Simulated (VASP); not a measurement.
# Ga3SbN2 (P6mm) in VASP: notebook

Ga3SbN2 is run at these levels: PBE; tasks: single point, relaxation of cell and atoms.

Everything below comes from runs of VASP 6.6.1. Logs are shortened: lines on timing, memory, paths and dates and some standing lists are left out, and cuts for length are marked.

## 1. The cell of the first run

The structure is hexagonal, space group P6mm (No. 183). Conventional cell: a = 5.879 Å, b = 5.879 Å, c = 3.396 Å, α = 90.00°, β = 90.00°, γ = 120.00°. Ga (site symmetry 2mm) has 2 N at 1.92 Å within 2.5 Å. Within 4.1 Å of Sb (site symmetry 6mm) lie 12 Ga at 3.08 to 3.84 Å and 2 Sb at 3.40 Å and 12 N at 3.74 to 3.85 Å. N (site symmetry 3m) has 3 Ga at 1.92 Å within 2.5 Å.

The cell was built from a structure type or drawn by symmetry, and may not be a known phase.

## 2. Single point, PBE

Contents of INCAR:

```
ALGO = Normal
EDIFF = 1E-6
ENCUT = 520
GGA = PE
ISIF = 2
ISMEAR = 0
LASPH = T
LCHARG = T
LELF = T
LREAL = F
LVHAR = T
LWAVE = F
NBANDS = 36
NELM = 80
PREC = Accurate
SIGMA = 0.02
```

Contents of KPOINTS:

```
k-points
0
Gamma
  6 6 4
```

Contents of POSCAR:

```
Ga3SbN2
1.0
    5.8789420083      0.0000000000      0.0000000000
   -2.9394710041      5.0913131266      0.0000000000
    0.0000000000      0.0000000000      3.3958132873
Ga Sb N
3 1 2
Direct
    0.5000000000      0.0000000000      0.2791436945
    0.0000000000      0.5000000000      0.2791436945
    0.5000000000      0.5000000000      0.2791436945
    0.0000000000      0.0000000000      0.5532675769
    0.3333333333      0.6666666667      0.0151121748
    0.6666666667      0.3333333333      0.0151121748
```

Potentials or basis: VASP PAW PBE potentials, release 64 (Ga_d, Sb, N).

Started as:

```
> cat potpaw_PBE.64/Ga_d/POTCAR potpaw_PBE.64/Sb/POTCAR potpaw_PBE.64/N/POTCAR > POTCAR
> mpirun -np 1 vasp_std > vasp.out
```

OUTCAR:

```text
EDIFF = 1E-6
   ENCUT = 520
   GGA = PE
   ISIF = 2
   ISMEAR = 0
   LASPH = T
   LREAL = F
   NELM = 80
   PREC = Accurate

 ion  position               nearest neighbor table
   1  0.500  0.000  0.279-   5 1.92   6 1.92   4 3.08   4 3.08
   2  0.000  0.500  0.279-   5 1.92   6 1.92   4 3.08   4 3.08
   3  0.500  0.500  0.279-   5 1.92   6 1.92   4 3.08   4 3.08
   4  0.000  0.000  0.553-   1 3.08   1 3.08   2 3.08   2 3.08   3 3.08   3 3.08
   5  0.333  0.667  0.015-   2 1.92   1 1.92   3 1.92
   6  0.667  0.333  0.015-   2 1.92   1 1.92   3 1.92

  LATTYP: Found a hexagonal cell.
 ALAT       =     5.8789420083
 C/A-ratio  =     0.5776231986

  Lattice vectors:

 A1 = (   5.8789420083,   0.0000000000,   0.0000000000)
 A2 = (  -2.9394710041,   5.0913131266,   0.0000000000)
 A3 = (   0.0000000000,   0.0000000000,   3.3958132873)

Analysis of symmetry for initial positions (statically):
=====================================================================
 Subroutine PRICEL returns:
 Original cell was already a primitive cell.

 Routine SETGRP: Setting up the symmetry group for a
 hexagonal supercell.

 Subroutine GETGRP returns: Found 12 space group operations
 (whereof 12 operations were pure point group operations)
 out of a pool of 24 trial point group operations.

The static configuration has the point symmetry C_6v.

Analysis of symmetry for dynamics (positions and initial velocities):
=====================================================================
 Subroutine PRICEL returns:
 Original cell was already a primitive cell.

 Routine SETGRP: Setting up the symmetry group for a
 hexagonal supercell.

 Subroutine GETGRP returns: Found 12 space group operations
 (whereof 12 operations were pure point group operations)
 out of a pool of 24 trial point group operations.

The dynamic configuration has the point symmetry C_6v.

 Subroutine INISYM returns: Found 12 space group operations
 (whereof 12 operations are pure point group operations),
 and found     1 'primitive' translations

----------------------------------------------------------------------------------------

                                     Primitive cell

  volume of cell :     101.6419

  direct lattice vectors                    reciprocal lattice vectors
     5.878942008  0.000000000  0.000000000     0.170098633  0.098206492  0.000000000
    -2.939471004  5.091313127  0.000000000     0.000000000  0.196412983  0.000000000
     0.000000000  0.000000000  3.395813287     0.000000000  0.000000000  0.294480266

  length of vectors
     5.878942008  5.878942008  3.395813287     0.196412983  0.196412983  0.294480266

  position of ions in fractional coordinates (direct lattice)
     0.500000000  0.000000000  0.279143695
     1.000000000  0.500000000  0.279143695
     0.500000000  0.500000000  0.279143695
     0.000000000  0.000000000  0.553267577
     0.333333333  0.666666667  0.015112175
     0.666666667  0.333333333  0.015112175

  ion indices of the primitive-cell ions
   primitive index   ion index
                 1           1
                 2           2
                 3           3
                 4           4
                 5           5
                 6           6

----------------------------------------------------------------------------------------

 KPOINTS: k-points

Automatic generation of k-mesh.
 Grid dimensions read from file:
 generate k-points for:    6    6    4

 Generating k-lattice:

  Cartesian coordinates                     Fractional coordinates (reciprocal lattice)
     0.028349772  0.016367749  0.000000000     0.166666667 -0.000000000  0.000000000
     0.000000000  0.032735497  0.000000000     0.000000000  0.166666667  0.000000000
     0.000000000  0.000000000  0.073620066     0.000000000  0.000000000  0.250000000

  Length of vectors
     0.032735497  0.032735497  0.073620066

  Shift w.r.t. Gamma in fractional coordinates (k-lattice)
     0.000000000  0.000000000  0.000000000

 Subroutine IBZKPT returns following result:
 ===========================================

 Found     21 irreducible k-points:

 Following reciprocal coordinates:
            Coordinates               Weight
  0.000000  0.000000  0.000000      1.000000
  0.166667  0.000000  0.000000      6.000000
  0.333333  0.000000  0.000000      6.000000
  0.500000  0.000000  0.000000      3.000000
  0.166667  0.166667  0.000000      6.000000
  0.333333  0.166667  0.000000     12.000000
[... 13 lines left out ...]
  0.333333  0.166667  0.500000     12.000000
  0.333333  0.333333  0.500000      2.000000
   k-points           NKPTS =     21   k-points in BZ     NKDIM =     21   number of bands    NBANDS=     36
   number of dos      NEDOS =    301   number of ions     NIONS =      6
   total plane-waves  NPLWV =  64512
   dimension x,y,z NGX =    48 NGY =   48 NGZ =   28
   dimension x,y,z NGXF=    96 NGYF=   96 NGZF=   56
   ions per type =               3   1   2
   NGX,Y,Z   is equivalent  to a cutoff of  13.57, 13.57, 13.71 a.u.
   NGXF,Y,Z  is equivalent  to a cutoff of  27.15, 27.15, 27.42 a.u.
 SYSTEM =  unknown system
   PREC   = accura    normal or accurate (medium, high low for compatibility)
   ISTART =      0    job   : 0-new  1-cont  2-samecut
   ICHARG =      2    charge: 1-file 2-atom 10-const
   ISPIN  =      1    spin polarized calculation?
   LNONCOLLINEAR =      F non collinear calculations
   LSORBIT =      F    spin-orbit coupling
   LASPH  =      T    aspherical Exc in radial PAW
   ENCUT  =  520.0 eV  38.22 Ry    6.18 a.u.  10.93 10.93  6.31*2*pi/ulx,y,z
   NELM   =     80;   NELMIN=  2; NELMDL= -5     # of ELM steps
   EDIFF  = 0.1E-05   stopping-criterion for ELM
   LREAL  =      F    real-space projection
   EDIFFG = 0.1E-04   stopping-criterion for IOM
   NSW    =      0    number of steps for IOM
   IBRION =     -1    ionic relax: 0-MD 1-quasi-New 2-CG
   NFREE  =      0    steps in history (QN), initial steepest desc. (CG)
   ISIF   =      2    stress and relaxation
   ISYM   =      2    0-nonsym 1-usesym 2-fastsym
   POTIM  = 0.5000    time-step for ionic-motion
   TEBEG  =    0.0;   TEEND  =   0.0 temperature during run
   PSTRESS=    0.0 pullay stress
   NELECT =      54.0000    total number of electrons
   NUPDOWN=      -1.0000    fix difference up-down
   EMIN   =  10.00;   EMAX   =-10.00  energy-range for DOS
   EFERMI =   0.00;   METHOD = LEGACY
   ISMEAR =     0;   SIGMA  =   0.02  broadening in eV -4-tet -1-fermi 0-gaus
   EFERMI_NEDOS =   21; number of points for ismear=-14 and -15
   IALGO  =     38    algorithm
   IMIX   =      4    mixing-type and parameters
     AMIX     =   0.40;   BMIX     =  1.00
     AMIX_MAG =   1.60;   BMIX_MAG =  1.00
  volume/ion in A,a.u.               =      16.94       114.32
  Fermi-wavevector in a.u.,A,eV,Ry     =   1.325913  2.505613 23.919672  1.758046
  Thomas-Fermi vector in A             =   2.455339
   LORBIT       =      0    0 simple, 1 ext, 2 COOP (PROOUT), +10 PAW based schemes
   GGA     = PE    functional components
   LHFCALC =     F    Hartree Fock is set to
   AEXX    =    0.0000 exact exchange contribution
   IVDW    =     0    specifies the selected vdW correction
   LEPSILON=     F    determine dielectric tensor
   LRPA    =     F    only Hartree local field effects (RPA)
 non-spin polarized calculation
 Gauss-broadening in eV      SIGMA  =   0.02
  energy-cutoff  :      520.00
  volume of cell :      101.64
 maximum number of plane-waves:      2755
 NGX is ok and might be reduce to    48
   NGX = 21   NGY = 21   NGZ = 13

 number of electron      54.0000013 magnetization

 Free energy of the ion-electron system (eV)
  ---------------------------------------------------
  ext. energy  EPLUGINS =         0.00000000
  ---------------------------------------------------
  free energy    TOTEN  =       -27.50859059 eV

  energy without entropy =      -27.50795704  energy(sigma->0) =      -27.50827381

 E-fermi :   5.7005     XC(G=0): -10.6158

 val. band max:        5.6859516999   @ k =   0.3333   0.1667   0.0000
 cond. band min:       5.9733701946   @ k =   0.3333   0.0000   0.0000
 fundamental gap:      0.2874184947
 Fermi energy:         5.7005006125

 k-point     1 :       0.0000    0.0000    0.0000
  band No.  band energies     occupation
      1     -11.2519      2.00000
      2     -10.4646      2.00000
      3      -9.4919      2.00000
      4      -9.4858      2.00000
      5      -9.4858      2.00000
      6      -9.4261      2.00000
[... 28 lines left out ...]
     35      13.1864      0.00000
     36      14.7302      0.00000

 k-point     2 :       0.1667    0.0000    0.0000
  band No.  band energies     occupation
      1     -11.2011      2.00000
      2     -10.5006      2.00000
      3      -9.4887      2.00000
      4      -9.4810      2.00000
      5      -9.4665      2.00000
      6      -9.4328      2.00000
[... 28 lines left out ...]
     35      13.0092      0.00000
     36      14.4435      0.00000

 k-point     3 :       0.3333    0.0000    0.0000
  band No.  band energies     occupation
      1     -11.0704      2.00000
      2     -10.6035      2.00000
      3      -9.4887      2.00000
      4      -9.4624      2.00000
      5      -9.4457      2.00000
      6      -9.4301      2.00000
[... 28 lines left out ...]
     35      12.7530      0.00000
     36      13.4776      0.00000
[... 625 lines left out ...]
 k-point    20 :       0.3333    0.1667    0.5000
  band No.  band energies     occupation
      1     -10.8144      2.00000
      2     -10.6545      2.00000
      3      -9.4875      2.00000
      4      -9.4708      2.00000
      5      -9.4451      2.00000
      6      -9.4287      2.00000
[... 28 lines left out ...]
     35      11.2983      0.00000
     36      12.4868      0.00000

 k-point    21 :       0.3333    0.3333    0.5000
  band No.  band energies     occupation
      1     -10.7278      2.00000
      2     -10.7278      2.00000
      3      -9.4717      2.00000
      4      -9.4717      2.00000
      5      -9.4545      2.00000
      6      -9.4445      2.00000
[... 28 lines left out ...]
     35      10.4828      0.00000
     36      12.6296      0.00000

------------------------ aborting loop because EDIFF is reached ----------------------------------------

  FORCE on cell =-STRESS in cart. coord.  units (eV):
  Direction    XX          YY          ZZ          XY          YZ          ZX
  --------------------------------------------------------------------------------------
  -------------------------------------------------------------------------------------
  Total        0.0816967      0.0816967     -0.0197585      0.0000000      0.0000000     -0.0000000
  in kB        1.2877822      1.2877822     -0.3114521      0.0000000      0.0000000     -0.0000000
  external PRESSURE =       0.7547041 kB  Pullay stress =       0.0000000 kB

 VOLUME and BASIS-vectors are now :
 -----------------------------------------------------------------------------
  energy-cutoff  :      520.00
  volume of cell :      101.64
      direct lattice vectors                 reciprocal lattice vectors
     5.878942008  0.000000000  0.000000000     0.170098633  0.098206492  0.000000000
    -2.939471004  5.091313127  0.000000000     0.000000000  0.196412983  0.000000000
     0.000000000  0.000000000  3.395813287     0.000000000  0.000000000  0.294480266

 POSITION                                       TOTAL-FORCE (eV/Angst)
 -----------------------------------------------------------------------------------
      2.93947      0.00000      0.94792        -0.000000     -0.000000      0.012947
     -1.46974      2.54566      0.94792         0.000000      0.000000      0.012947
      1.46974      2.54566      0.94792        -0.000000     -0.000000      0.012947
      0.00000      0.00000      1.87879        -0.000000      0.000000      0.002742
     -0.00000      3.39421      0.05132         0.000000      0.000000     -0.020792
      2.93947      1.69710      0.05132         0.000000     -0.000000     -0.020792
 -----------------------------------------------------------------------------------
    total drift:                               -0.000000     -0.000001     -0.002372

  FREE ENERGIE OF THE ION-ELECTRON SYSTEM (eV)
  ---------------------------------------------------
  free  energy   TOTEN  =       -27.5085905852 eV

  energy  without entropy=      -27.5079570380  energy(sigma->0) =      -27.50827381
```

Run time: 99 s. Hardware: 1 thread of Intel Xeon Platinum 8488C (Sapphire Rapids), shared host; peak memory 0.27 GiB.

Results:

| Property | Result |
| --- | --- |
| Free energy | -27.5086 eV |
| Pressure | 0.1 GPa |
| Largest force | 0.021 eV/Å |
| Band gap on the k mesh | zero (bands 27 and 28 overlap by 1.56 eV) |

Forces on the atoms (eV/Å):
```
Ga   0.000  0.000  0.013
Ga   0.000  0.000  0.013
Ga   0.000  0.000  0.013
Sb   0.000  0.000  0.003
N    0.000  0.000 -0.021
N    0.000  0.000 -0.021
```

Caveat: the k points lie up to 0.46 Å⁻¹ apart, too coarse for converged energies and pressures of a metal; spin-orbit coupling is left out, which moves the levels of the heavy elements.

(Continued in part 2 of 3.)
